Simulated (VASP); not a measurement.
# Si2Sb (P4/mbm) in VASP: single point with PBE

Aim: the single point of Si2Sb with PBE.

All numbers are computed with VASP 6.6.1; they aren't measurements. Logs are shortened: lines on timing, memory, paths and dates and some standing lists are left out, and cuts for length are marked.

**1. The cell of the first run**

Symmetry: P4/mbm, No. 127, tetragonal system. The conventional cell has a = 6.771 Å, b = 6.771 Å, c = 2.483 Å, α = 90.00°, β = 90.00°, γ = 90.00°. Si (site symmetry m2m) has 2 Si at 2.48 Å and 2 Sb at 2.49 Å within 3.3 Å. Within 3.3 Å of Sb (site symmetry 4/m) lie 2 Sb at 2.48 Å and 4 Si at 2.49 Å.

**2. Single point, PBE**

Contents of INCAR:

```
PREC     = Accurate       # precision mode
ENCUT    = 520            # plane-wave cutoff, eV
EDIFF    = 1E-6           # SCF threshold, eV
ISMEAR   = 0              # smearing method
SIGMA    = 0.1            # smearing width, eV
LREAL    = False          # projectors in reciprocal space
LASPH    = True           # aspherical terms in the spheres
NELM     = 80             # most SCF steps
ALGO     = Normal         # electronic algorithm
ISIF     = 2              # what is computed and relaxed
LWAVE    = False          # write WAVECAR
LCHARG   = False          # write CHGCAR
GGA      = PE             # functional
NBANDS   = 22             # bands
```

Contents of KPOINTS:

```
regular mesh
0
Gamma
  4 4 8
```

Contents of POSCAR:

```
Si2Sb
1.0
    6.7711240100      0.0000000000      0.0000000000
    0.0000000000      6.7711240100      0.0000000000
    0.0000000000      0.0000000000      2.4828661800
Si Sb
4 2
Direct
    0.1767953900      0.3232046100      0.0000000000
    0.3232046100      0.8232046100      0.0000000000
    0.8232046100      0.6767953900      0.0000000000
    0.6767953900      0.1767953900      0.0000000000
    0.0000000000      0.0000000000      0.0000000000
    0.5000000000      0.5000000000      0.0000000000
```

Potentials or basis: VASP PAW PBE potentials, release 64 (Si, Sb).

Run with:

```console
$ cat potpaw_PBE.64/Si/POTCAR potpaw_PBE.64/Sb/POTCAR > POTCAR
$ mpirun -np 1 vasp_std > vasp.out
```

OUTCAR:

```text
PREC = Accurate
   ENCUT = 520
   EDIFF = 1E-6
   ISMEAR = 0
   LREAL = False
   LASPH = True
   NELM = 80
   ISIF = 2
   GGA = PE

 ion  position               nearest neighbor table
   1  0.177  0.323  0.000-   5 2.49   6 2.49
   2  0.323  0.823  0.000-   5 2.49   6 2.49
   3  0.823  0.677  0.000-   5 2.49   6 2.49
   4  0.677  0.177  0.000-   5 2.49   6 2.49
   5  0.000  0.000  0.000-   1 2.49   2 2.49   3 2.49   4 2.49
   6  0.500  0.500  0.000-   1 2.49   2 2.49   3 2.49   4 2.49

  LATTYP: Found a simple tetragonal cell.
 ALAT       =     6.7711240100
 C/A-ratio  =     0.3666844938

  Lattice vectors:

 A1 = (   6.7711240100,   0.0000000000,   0.0000000000)
 A2 = (   0.0000000000,   6.7711240100,   0.0000000000)
 A3 = (   0.0000000000,   0.0000000000,   2.4828661800)

Analysis of symmetry for initial positions (statically):
=====================================================================
 Subroutine PRICEL returns:
 Original cell was already a primitive cell.

 Routine SETGRP: Setting up the symmetry group for a
 simple tetragonal supercell.

 Subroutine GETGRP returns: Found 16 space group operations
 (whereof  8 operations were pure point group operations)
 out of a pool of 16 trial point group operations.

The static configuration has the point symmetry C_4h.
 The point group associated with its full space group is D_4h.

Analysis of symmetry for dynamics (positions and initial velocities):
=====================================================================
 Subroutine PRICEL returns:
 Original cell was already a primitive cell.

 Routine SETGRP: Setting up the symmetry group for a
 simple tetragonal supercell.

 Subroutine GETGRP returns: Found 16 space group operations
 (whereof  8 operations were pure point group operations)
 out of a pool of 16 trial point group operations.

The dynamic configuration has the point symmetry C_4h.
 The point group associated with its full space group is D_4h.

 Subroutine INISYM returns: Found 16 space group operations
 (whereof  8 operations are pure point group operations),
 and found     1 'primitive' translations

----------------------------------------------------------------------------------------

                                     Primitive cell

  volume of cell :     113.8347

[... 90 lines left out ...]
   ISPIN  =      1    spin polarized calculation?
   LNONCOLLINEAR =      F non collinear calculations
   LSORBIT =      F    spin-orbit coupling
   LASPH  =      T    aspherical Exc in radial PAW
   ENCUT  =  520.0 eV  38.22 Ry    6.18 a.u.  12.59 12.59  4.62*2*pi/ulx,y,z
   NELM   =     80;   NELMIN=  2; NELMDL= -5     # of ELM steps
   EDIFF  = 0.1E-05   stopping-criterion for ELM
   LREAL  =      F    real-space projection
   EDIFFG = 0.1E-04   stopping-criterion for IOM
   NSW    =      0    number of steps for IOM
   IBRION =     -1    ionic relax: 0-MD 1-quasi-New 2-CG
   NFREE  =      0    steps in history (QN), initial steepest desc. (CG)
   ISIF   =      2    stress and relaxation
   ISYM   =      2    0-nonsym 1-usesym 2-fastsym
   POTIM  = 0.5000    time-step for ionic-motion
   TEBEG  =    0.0;   TEEND  =   0.0 temperature during run
   PSTRESS=    0.0 pullay stress
   NELECT =      26.0000    total number of electrons
   NUPDOWN=      -1.0000    fix difference up-down
   EMIN   =  10.00;   EMAX   =-10.00  energy-range for DOS
   EFERMI =   0.00;   METHOD = LEGACY
   ISMEAR =     0;   SIGMA  =   0.10  broadening in eV -4-tet -1-fermi 0-gaus
   EFERMI_NEDOS =   21; number of points for ismear=-14 and -15
   IALGO  =     38    algorithm
   IMIX   =      4    mixing-type and parameters
     AMIX     =   0.40;   BMIX     =  1.00
     AMIX_MAG =   1.60;   BMIX_MAG =  1.00
  volume/ion in A,a.u.               =      18.97       128.03
  Fermi-wavevector in a.u.,A,eV,Ry     =   1.000709  1.891065 13.625117  1.001418
  Thomas-Fermi vector in A             =   2.133083
   LORBIT       =      0    0 simple, 1 ext, 2 COOP (PROOUT), +10 PAW based schemes
   GGA     = PE    functional components
   LHFCALC =     F    Hartree Fock is set to
   AEXX    =    0.0000 exact exchange contribution
   IVDW    =     0    specifies the selected vdW correction
   LEPSILON=     F    determine dielectric tensor
   LRPA    =     F    only Hartree local field effects (RPA)
 non-spin polarized calculation
 Gauss-broadening in eV      SIGMA  =   0.10
  energy-cutoff  :      520.00
  volume of cell :      113.83
 maximum number of plane-waves:      3097
   NGX = 25   NGY = 25   NGZ =  9

 number of electron      25.9999997 magnetization

 Free energy of the ion-electron system (eV)
  ---------------------------------------------------
  ext. energy  EPLUGINS =         0.00000000
  ---------------------------------------------------
  free energy    TOTEN  =       -21.85608252 eV

  energy without entropy =      -21.84639537  energy(sigma->0) =      -21.85123894

 E-fermi :   8.9829     XC(G=0): -10.4386

 val. band max:        8.9822408277   @ k =   0.2500   0.2500   0.2500
 cond. band min:       9.0777130344   @ k =   0.2500   0.2500   0.5000
 fundamental gap:      0.0954722067
 Fermi energy:         8.9828802116

 k-point     1 :       0.0000    0.0000    0.0000
  band No.  band energies     occupation
      1      -6.0713      2.00000
      2      -4.9554      2.00000
      3      -1.7659      2.00000
      4      -1.7659      2.00000
      5      -0.0208      2.00000
      6       1.7615      2.00000
[... 589 lines left out ...]
     21      13.3803      0.00000
     22      13.3803      0.00000

 [... further k-points ...]
[... 5 lines left out ...]
  --------------------------------------------------------------------------------------
  -------------------------------------------------------------------------------------
  Total       17.1745970     17.1745970     29.1015280      0.0000000      0.0000000      0.0000000
  in kB      241.7254003    241.7254003    409.5920581      0.0000000      0.0000000      0.0000000
  external PRESSURE =     297.6809529 kB  Pullay stress =       0.0000000 kB

 VOLUME and BASIS-vectors are now :
 -----------------------------------------------------------------------------
  energy-cutoff  :      520.00
  volume of cell :      113.83
      direct lattice vectors                 reciprocal lattice vectors
     6.771124010  0.000000000  0.000000000     0.147685967  0.000000000  0.000000000
     0.000000000  6.771124010  0.000000000     0.000000000  0.147685967  0.000000000
     0.000000000  0.000000000  2.482866180     0.000000000  0.000000000  0.402760329

 POSITION                                       TOTAL-FORCE (eV/Angst)
 -----------------------------------------------------------------------------------
      1.19710      2.18846      0.00000        -1.081088      1.081088     -0.000000
      2.18846      5.57402      0.00000         1.081088      1.081088     -0.000000
      5.57402      4.58267      0.00000         1.081088     -1.081088      0.000000
      4.58267      1.19710      0.00000        -1.081088     -1.081088      0.000000
      0.00000      0.00000      0.00000         0.000000      0.000000      0.000000
      3.38556      3.38556      0.00000         0.000000      0.000000      0.000000
 -----------------------------------------------------------------------------------
    total drift:                               -0.000000     -0.000000     -0.000000

  FREE ENERGIE OF THE ION-ELECTRON SYSTEM (eV)
  ---------------------------------------------------
  free  energy   TOTEN  =       -21.8560825171 eV

  energy  without entropy=      -21.8463953715  energy(sigma->0) =      -21.85123894
```

OSZICAR:

```text
N       E                     dE             d eps       ncg     rms          rms(c)
DAV:   1     0.889011327078E+02    0.88901E+02   -0.96148E+03  1320   0.966E+02
DAV:   2    -0.163490825075E+02   -0.10525E+03   -0.10075E+03  1640   0.158E+02
DAV:   3    -0.220924205021E+02   -0.57433E+01   -0.55779E+01  1694   0.364E+01
DAV:   4    -0.221744585973E+02   -0.82038E-01   -0.81933E-01  1640   0.485E+00
DAV:   5    -0.221755344770E+02   -0.10759E-02   -0.10758E-02  1678   0.581E-01    0.926E+00
DAV:   6    -0.219423473970E+02    0.23319E+00   -0.15558E-01  1556   0.171E+00    0.570E+00
DAV:   7    -0.218589746217E+02    0.83373E-01   -0.24342E-01  1534   0.207E+00    0.404E-01
DAV:   8    -0.218560614348E+02    0.29132E-02   -0.30592E-02  1512   0.869E-01    0.177E-01
DAV:   9    -0.218560614869E+02   -0.52133E-07   -0.10548E-03  1656   0.155E-01    0.883E-02
DAV:  10    -0.218560785029E+02   -0.17016E-04   -0.10399E-04  1718   0.473E-02    0.316E-02
DAV:  11    -0.218560824214E+02   -0.39185E-05   -0.25462E-05  1578   0.249E-02    0.672E-03
DAV:  12    -0.218560825171E+02   -0.95728E-07   -0.56735E-06  1544   0.121E-02
   1 F= -.21856083E+02 E0= -.21851239E+02  d E =-.968715E-02
```

stdout:

```text
POSCAR found type information on POSCAR SiSb
 POSCAR found :  2 types and       6 ions
 scaLAPACK will be used
 LDA part: xc-table for (Slater+PW92), standard interpolation
 POSCAR, INCAR and KPOINTS ok, starting setup
 FFT: planning ... GRIDC
 FFT: planning ... GRID_SOFT
 FFT: planning ... GRID
 WAVECAR not read
 entering main loop
```

It took 38 s on 1 thread of Intel Xeon Platinum 8488C (Sapphire Rapids), shared host; peak memory 0.23 GiB.

What came out:

```
Free energy            : -21.8561 eV
Pressure               : 29.8 GPa
Largest force          : 1.529 eV/Å
Band gap on the k mesh : zero (band 13 reaches 9.97 eV, above the bottom of band 14 at 7.73 eV)
```

Forces in eV/Å, atoms in the order of the input:
```
Si  -1.081  1.081  0.000
Si   1.081  1.081  0.000
Si   1.081 -1.081  0.000
Si  -1.081 -1.081  0.000
Sb   0.000  0.000  0.000
Sb   0.000  0.000  0.000
```

Caveat: spin-orbit coupling is left out, which moves the levels of the heavy elements; forces of over 1 eV/Å act on the atoms, so gaps and moduli don't describe the material at rest.
